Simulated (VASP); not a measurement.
## LiF: single point with LDA

The system is LiF.

```
Li F
1.0
     2.96807    0.00000    0.00000
    -1.48404    2.57042    0.00000
     0.00000    0.00000    4.85576
Li F
2 2
Cartesian
  0.0000 1.7136 1.9099
  1.4840 0.8568 4.3378
  0.0000 1.7136 4.8122
  1.4840 0.8568 2.3843
```

This cell differs from its parent crystal: atoms shifted along a free coordinate, c/a of the conventional cell at fixed volume 1.6360.

| Quantity | Value |
| --- | --- |
| Program | VASP 6.6.1 |
| Task | single point |
| Functional | LDA |
| Potentials or basis | VASP PAW LDA potentials, release 64 (Li_sv, F) |
| Cutoff | 520 eV |
| k mesh | 9 × 9 × 6 |
| Occupations | gaussian, width 0.05 eV |
| Spin | no spin polarisation |

```json
{"Largest force": "0.333 eV/Å", "Band gap on the k mesh": "7.83 eV"}
```

Forces on the atoms (eV/Å):
```
Li   0.000  0.000 -0.333
Li   0.000  0.000 -0.333
F    0.000  0.000  0.333
F    0.000  0.000  0.333
```

Levels at points of the mesh, in eV from the valence-band top:
```csv
k point,band 7,band 8,band 9,band 10,band 11,band 12,band 13,band 14
"(0.00, 0.00, 0.00)",-0.51,-0.22,-0.22,0.00,7.83,11.91,15.49,18.96
"(0.00, 0.00, 0.50)",-0.36,-0.36,-0.36,-0.36,9.56,9.56,17.42,17.42
```

Wall time 43 s on 1 thread of Intel Xeon 8259CL, with other jobs on the host, peak memory 0.15 GiB.

Caveat: an odd mesh through Γ misses points on the zone boundary, where band edges can lie.
